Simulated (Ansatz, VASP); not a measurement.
**HfN in VASP and in Ansatz**

The input INCAR:

```
  ALGO = Normal
  EDIFF = 1E-6
  ENCUT = 520
  GGA = PE
  ISIF = 2
  ISMEAR = 0
  LASPH = T
  LCHARG = T
  LELF = T
  LREAL = F
  LVHAR = T
  LWAVE = F
  NBANDS = 14
  NELM = 60
  PREC = Accurate
  SIGMA = 0.1
```

Contents of KPOINTS:

```
k-points
0
Gamma
  14 14 14
```

POSCAR

```
HfN
1.0
    0.0000000000      2.4548220000      2.4548220000
    2.4548220000      0.0000000000      2.4548220000
    2.4548220000      2.4548220000      0.0000000000
Hf N
1 1
Direct
    0.0000000000      0.0000000000      0.0000000000
    0.7591656340      0.7591656340      0.7408343660
```

Input for Ansatz:

```yaml
crystal:
  lattice:
    - [0.0, 2.454822, 2.454822]
    - [2.454822, 0.0, 2.454822]
    - [2.454822, 2.454822, 0.0]
  atoms:
    - { symbol: Hf, position: [0.0, 0.0, 0.0] }
    - { symbol: "N", position: [0.759165634, 0.759165634, 0.740834366] }
basis:
  ecutwfc: 420
kpoints:
  mp_grid: { grid: [14, 14, 14] }
hamiltonian:
  xc: pbe
scf:
  occupations: { method: gaussian, width: 0.1 }
output:
  forces: true
  stress: true
  eigenvalues: true
```

Change from the starting cell: one atom moved.

Alike in both runs: task single point; functional PBE; k mesh 14 × 14 × 14; occupations gaussian, width 0.1 eV; no spin polarisation.

|  | VASP | Ansatz |
| --- | --- | --- |
| version | VASP 6.6.1 | Ansatz 0.2.0 |
| potentials or method | VASP PAW PBE potentials, release 64 (Hf_pv, N), cutoff 520 eV | scalar-relativistic, plane waves, PAW |
| valence electrons in the cell | 15 | 31 |

Ansatz gave:

- gap on the k mesh at the Fermi level (eV): none
- pressure (GPa): 0.9
- traceless stress, the component that is largest in VASP (GPa): 2.54
- rms of the force components (eV/Å): 0.307

**Question.** Which values does VASP return?

**Answer.** gap on the k mesh at the Fermi level (eV): none; pressure (GPa): -0.2; traceless stress, the component that is largest in VASP (GPa): 2.52; rms of the force components (eV/Å): 0.307.

Atom by atom the forces differ by 0.000 eV/Å (rms over components). A gap of «none» marks a metal or a gap that the smearing closes. VASP's potentials hold 15 valence electrons a cell and Ansatz's 31, so a difference there can come from the potentials and not from the codes.

Spin-orbit coupling is off throughout.
